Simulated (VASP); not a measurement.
# LiBr (rocksalt type) (Fm-3m) in VASP: further runs

The runs below take LiBr (rocksalt type) through single point, with PBE.

All numbers are computed with VASP 6.6.1; they aren't measurements. Logs are shortened: lines on timing, memory, paths and dates and some standing lists are left out, and cuts for length are marked.

### Step 1. The cell of the first run

It takes space group Fm-3m (No. 225, cubic). The conventional cell has a = 5.435 Å, b = 5.435 Å, c = 5.435 Å, α = 90.00°, β = 90.00°, γ = 90.00°. Li (site symmetry m-3m) has 6 Br at 2.72 Å within 3.6 Å. Within 3.6 Å of Br (site symmetry m-3m) lie 6 Li at 2.72 Å.

### Step 2. Single point, PBE (20.07 Å³/atom)

The input, INCAR:

```
SYSTEM = LiBr
  PREC = Accurate
  ENCUT = 750
  EDIFF = 1E-6
  ISMEAR = -1
  SIGMA = 0.08
  LREAL = .False.
  LASPH = .True.
  NELM = 120
  ALGO = Normal
  ISIF = 2
  LWAVE = .False.
  LCHARG = .False.
  GGA = PE
  NBANDS = 12
  GGA_COMPAT = .False.
```

The input, KPOINTS:

```
regular mesh
0
Gamma
  12 12 12
  0 0 0
```

The input, POSCAR:

```
LiBr
1.0
    0.0000000000      2.7175606933      2.7175606933
    2.7175606933      0.0000000000      2.7175606933
    2.7175606933      2.7175606933      0.0000000000
Li Br
1 1
Direct
    0.0000000000      0.0000000000      0.0000000000
    0.5000000000      0.5000000000      0.5000000000
```

Potentials or basis: VASP PAW PBE potentials, release 64 (Li_sv, Br).

Command:

```bash
$ cat potpaw_PBE.64/Li_sv/POTCAR potpaw_PBE.64/Br/POTCAR > POTCAR
$ mpirun -np 1 vasp_std > vasp.out
```

OUTCAR:

```text
SYSTEM = LiBr
   PREC = Accurate
   ENCUT = 750
   EDIFF = 1E-6
   ISMEAR = -1
   LREAL = .False.
   LASPH = .True.
   NELM = 120
   ISIF = 2
   GGA = PE

 ion  position               nearest neighbor table
   1  0.000  0.000  0.000-
   2  0.500  0.500  0.500-

  LATTYP: Found a face centered cubic cell.
 ALAT       =     5.4351213866

  Lattice vectors:

 A1 = (   0.0000000000,   2.7175606933,   2.7175606933)
 A2 = (   2.7175606933,   0.0000000000,   2.7175606933)
 A3 = (   2.7175606933,   2.7175606933,   0.0000000000)

Analysis of symmetry for initial positions (statically):
=====================================================================
 Subroutine PRICEL returns:
 Original cell was already a primitive cell.

 Routine SETGRP: Setting up the symmetry group for a
 face centered cubic supercell.

 Subroutine GETGRP returns: Found 48 space group operations
 (whereof 48 operations were pure point group operations)
 out of a pool of 48 trial point group operations.

The static configuration has the point symmetry O_h .

Analysis of symmetry for dynamics (positions and initial velocities):
=====================================================================
 Subroutine PRICEL returns:
 Original cell was already a primitive cell.

 Routine SETGRP: Setting up the symmetry group for a
 face centered cubic supercell.

 Subroutine GETGRP returns: Found 48 space group operations
 (whereof 48 operations were pure point group operations)
 out of a pool of 48 trial point group operations.

The dynamic configuration has the point symmetry O_h .

 Subroutine INISYM returns: Found 48 space group operations
 (whereof 48 operations are pure point group operations),
 and found     1 'primitive' translations

----------------------------------------------------------------------------------------

                                     Primitive cell

  volume of cell :      40.1391

  direct lattice vectors                    reciprocal lattice vectors
     0.000000000  2.717560693  2.717560693    -0.183988531  0.183988531  0.183988531
     2.717560693  0.000000000  2.717560693     0.183988531 -0.183988531  0.183988531
     2.717560693  2.717560693  0.000000000     0.183988531  0.183988531 -0.183988531

  length of vectors
     3.843211189  3.843211189  3.843211189     0.318677484  0.318677484  0.318677484

  position of ions in fractional coordinates (direct lattice)
     0.000000000  0.000000000  0.000000000
     0.500000000  0.500000000  0.500000000

  ion indices of the primitive-cell ions
   primitive index   ion index
                 1           1
                 2           2

----------------------------------------------------------------------------------------

 KPOINTS: regular mesh

Automatic generation of k-mesh.
 Grid dimensions read from file:
 generate k-points for:   12   12   12

 Generating k-lattice:

  Cartesian coordinates                     Fractional coordinates (reciprocal lattice)
    -0.015332378  0.015332378  0.015332378     0.083333333  0.000000000  0.000000000
     0.015332378 -0.015332378  0.015332378     0.000000000  0.083333333  0.000000000
     0.015332378  0.015332378 -0.015332378     0.000000000  0.000000000  0.083333333

  Length of vectors
     0.026556457  0.026556457  0.026556457

  Shift w.r.t. Gamma in fractional coordinates (k-lattice)
     0.000000000  0.000000000  0.000000000

 Subroutine IBZKPT returns following result:
 ===========================================

 Found     72 irreducible k-points:

 Following reciprocal coordinates:
            Coordinates               Weight
  0.000000  0.000000  0.000000      1.000000
  0.083333  0.000000  0.000000      8.000000
  0.166667  0.000000  0.000000      8.000000
  0.250000  0.000000  0.000000      8.000000
  0.333333  0.000000  0.000000      8.000000
  0.416667  0.000000  0.000000      8.000000
[... 16 lines left out ...]
  0.500000  0.166667  0.000000     24.000000
 -0.416667  0.166667  0.000000     24.000000
 [... further k-points ...]
   k-points           NKPTS =     72   k-points in BZ     NKDIM =     72   number of bands    NBANDS=     12
   number of dos      NEDOS =    301   number of ions     NIONS =      2
   total plane-waves  NPLWV =  46656
   dimension x,y,z NGX =    36 NGY =   36 NGZ =   36
   dimension x,y,z NGXF=    72 NGYF=   72 NGZF=   72
   ions per type =               1   1
   NGX,Y,Z   is equivalent  to a cutoff of  15.57, 15.57, 15.57 a.u.
   NGXF,Y,Z  is equivalent  to a cutoff of  31.15, 31.15, 31.15 a.u.
 SYSTEM =  LiBr
   PREC   = accura    normal or accurate (medium, high low for compatibility)
   ISTART =      0    job   : 0-new  1-cont  2-samecut
   ICHARG =      2    charge: 1-file 2-atom 10-const
   ISPIN  =      1    spin polarized calculation?
   LNONCOLLINEAR =      F non collinear calculations
   LSORBIT =      F    spin-orbit coupling
   LASPH  =      T    aspherical Exc in radial PAW
   ENCUT  =  750.0 eV  55.12 Ry    7.42 a.u.   8.58  8.58  8.58*2*pi/ulx,y,z
   NELM   =    120;   NELMIN=  2; NELMDL= -5     # of ELM steps
   EDIFF  = 0.1E-05   stopping-criterion for ELM
   LREAL  =      F    real-space projection
   EDIFFG = 0.1E-04   stopping-criterion for IOM
   NSW    =      0    number of steps for IOM
   IBRION =     -1    ionic relax: 0-MD 1-quasi-New 2-CG
   NFREE  =      0    steps in history (QN), initial steepest desc. (CG)
   ISIF   =      2    stress and relaxation
   ISYM   =      2    0-nonsym 1-usesym 2-fastsym
   POTIM  = 0.5000    time-step for ionic-motion
   TEBEG  =    0.0;   TEEND  =   0.0 temperature during run
   PSTRESS=    0.0 pullay stress
   NELECT =      10.0000    total number of electrons
   NUPDOWN=      -1.0000    fix difference up-down
   EMIN   =  10.00;   EMAX   =-10.00  energy-range for DOS
   EFERMI =   0.00;   METHOD = LEGACY
   ISMEAR =    -1;   SIGMA  =   0.08  broadening in eV -4-tet -1-fermi 0-gaus
   EFERMI_NEDOS =   21; number of points for ismear=-14 and -15
   IALGO  =     38    algorithm
   IMIX   =      4    mixing-type and parameters
     AMIX     =   0.40;   BMIX     =  1.00
     AMIX_MAG =   1.60;   BMIX_MAG =  1.00
  volume/ion in A,a.u.               =      20.07       135.44
  Fermi-wavevector in a.u.,A,eV,Ry     =   1.030115  1.946634 14.437635  1.061136
  Thomas-Fermi vector in A             =   2.164196
   LORBIT       =      0    0 simple, 1 ext, 2 COOP (PROOUT), +10 PAW based schemes
   GGA     = PE    functional components
   LHFCALC =     F    Hartree Fock is set to
   AEXX    =    0.0000 exact exchange contribution
   IVDW    =     0    specifies the selected vdW correction
   LEPSILON=     F    determine dielectric tensor
   LRPA    =     F    only Hartree local field effects (RPA)
 non-spin polarized calculation
  energy-cutoff  :      750.00
  volume of cell :       40.14
 maximum number of plane-waves:      1895
 NGX is ok and might be reduce to    36
   NGX = 17   NGY = 17   NGZ = 17

 number of electron      10.0000001 magnetization

 Free energy of the ion-electron system (eV)
  ---------------------------------------------------
  ext. energy  EPLUGINS =         0.00000000
  ---------------------------------------------------
  free energy    TOTEN  =        -6.63571030 eV

  energy without entropy =       -6.63571030  energy(sigma->0) =       -6.63571030

 E-fermi :   2.3727     XC(G=0):  -8.5773

 val. band max:        0.5760708302   @ k =  -0.0833   0.0833   0.0000
 cond. band min:       5.6738397087   @ k =   0.0000   0.0000   0.0000
 fundamental gap:      5.0977688785
 Fermi energy:         2.3727017890

 k-point     1 :       0.0000    0.0000    0.0000
  band No.  band energies     occupation
      1     -43.7748      2.00000
      2     -12.9889      2.00000
      3       0.5699      2.00000
      4       0.5699      2.00000
      5       0.5699      2.00000
      6       5.6738      0.00000
      7      11.0978      0.00000
      8      11.0978      0.00000
      9      11.0978      0.00000
     10      12.9722      0.00000
     11      12.9722      0.00000
     12      12.9722      0.00000

 k-point     2 :       0.0833    0.0000    0.0000
  band No.  band energies     occupation
      1     -43.7747      2.00000
      2     -12.9576      2.00000
      3       0.2725      2.00000
      4       0.5490      2.00000
      5       0.5490      2.00000
      6       5.9453      0.00000
      7      10.6622      0.00000
      8      11.1109      0.00000
      9      11.1109      0.00000
     10      12.2197      0.00000
     11      12.2197      0.00000
     12      13.1993      0.00000

 k-point     3 :       0.1667    0.0000    0.0000
  band No.  band energies     occupation
      1     -43.7745      2.00000
      2     -12.8700      2.00000
      3      -0.4166      2.00000
      4       0.4938      2.00000
      5       0.4938      2.00000
      6       6.4478      0.00000
      7      10.2063      0.00000
      8      10.5855      0.00000
      9      10.5855      0.00000
     10      12.2152      0.00000
     11      12.2152      0.00000
     12      13.4631      0.00000

 k-point     4 :       0.2500    0.0000    0.0000
  band No.  band energies     occupation
      1     -43.7742      2.00000
      2     -12.7449      2.00000
      3      -1.1916      2.00000
      4       0.4223      2.00000
      5       0.4223      2.00000
      6       6.6427      0.00000
      7       9.8021      0.00000
      8       9.8021      0.00000
      9      10.4574      0.00000
     10      13.0018      0.00000
     11      13.0018      0.00000
     12      13.7208      0.00000

 k-point     5 :       0.3333    0.0000    0.0000
  band No.  band energies     occupation
      1     -43.7738      2.00000
      2     -12.6126      2.00000
      3      -1.8598      2.00000
      4       0.3550      2.00000
      5       0.3550      2.00000
      6       6.4884      0.00000
      7       9.1891      0.00000
      8       9.1891      0.00000
      9      11.3421      0.00000
     10      14.0186      0.00000
     11      14.1411      0.00000
     12      14.1411      0.00000
[... 228 lines left out ...]
      1     -43.7738      2.00000
      2     -12.6112      2.00000
      3      -1.4722      2.00000
      4      -0.0338      2.00000
      5       0.0001      2.00000
      6       7.6425      0.00000
      7       8.7369      0.00000
      8       9.5685      0.00000
      9      10.6295      0.00000
     10      12.5281      0.00000
     11      15.1710      0.00000
     12      15.6017      0.00000

 k-point    22 :       0.4167    0.1667    0.0000
  band No.  band energies     occupation
      1     -43.7736      2.00000
      2     -12.4964      2.00000
      3      -1.9626      2.00000
      4      -0.2313      2.00000
      5      -0.0242      2.00000
      6       7.4016      0.00000
      7       8.5669      0.00000
      8      10.0258      0.00000
      9      10.4721      0.00000
     10      13.3467      0.00000
     11      16.2906      0.00000
     12      16.3434      0.00000

 k-point    23 :       0.5000    0.1667    0.0000
  band No.  band energies     occupation
      1     -43.7734      2.00000
      2     -12.4220      2.00000
      3      -2.2430      2.00000
      4      -0.4206      2.00000
      5       0.0214      2.00000
      6       7.1998      0.00000
      7       8.5892      0.00000
      8       9.5484      0.00000
      9      11.5113      0.00000
     10      13.9239      0.00000
     11      16.6312      0.00000
     12      16.6880      0.00000

 k-point    24 :      -0.4167    0.1667    0.0000
  band No.  band energies     occupation
      1     -43.7734      2.00000
      2     -12.4127      2.00000
      3      -2.2644      2.00000
      4      -0.5494      2.00000
      5       0.1270      2.00000
      6       7.1429      0.00000
      7       8.7802      0.00000
      8       9.2543      0.00000
      9      11.8976      0.00000
     10      14.6331      0.00000
     11      15.3519      0.00000
     12      15.7055      0.00000

 [... further k-points ...]

------------------------ aborting loop because EDIFF is reached ----------------------------------------

  FORCE on cell =-STRESS in cart. coord.  units (eV):
  Direction    XX          YY          ZZ          XY          YZ          ZX
  --------------------------------------------------------------------------------------
  -------------------------------------------------------------------------------------
  Total        0.2797759      0.2797759      0.2797759      0.0000000     -0.0000000      0.0000000
  in kB       11.1674264     11.1674264     11.1674264      0.0000000     -0.0000000      0.0000000
  external PRESSURE =      11.1674264 kB  Pullay stress =       0.0000000 kB

 VOLUME and BASIS-vectors are now :
 -----------------------------------------------------------------------------
  energy-cutoff  :      750.00
  volume of cell :       40.14
      direct lattice vectors                 reciprocal lattice vectors
     0.000000000  2.717560693  2.717560693    -0.183988531  0.183988531  0.183988531
     2.717560693  0.000000000  2.717560693     0.183988531 -0.183988531  0.183988531
     2.717560693  2.717560693  0.000000000     0.183988531  0.183988531 -0.183988531

 POSITION                                       TOTAL-FORCE (eV/Angst)
 -----------------------------------------------------------------------------------
      0.00000      0.00000      0.00000         0.000000     -0.000000      0.000000
      2.71756      2.71756      2.71756        -0.000000      0.000000     -0.000000
 -----------------------------------------------------------------------------------
    total drift:                                0.000000      0.000000      0.000000

  FREE ENERGIE OF THE ION-ELECTRON SYSTEM (eV)
  ---------------------------------------------------
  free  energy   TOTEN  =        -6.6357103047 eV

  energy  without entropy=       -6.6357103046  energy(sigma->0) =       -6.63571030
```

Wall time 45 s (1 thread of Intel Xeon 8259CL, shared host); peak memory 0.23 GiB.

Results:

| Item | Value |
| --- | --- |
| Free energy | -6.6357 eV |
| Pressure | 1.1 GPa |
| Band gap on the k mesh | 5.10 eV (least direct gap 5.10 eV) |

A k mesh can miss the band edges.

(Continued in part 2 of 3.)
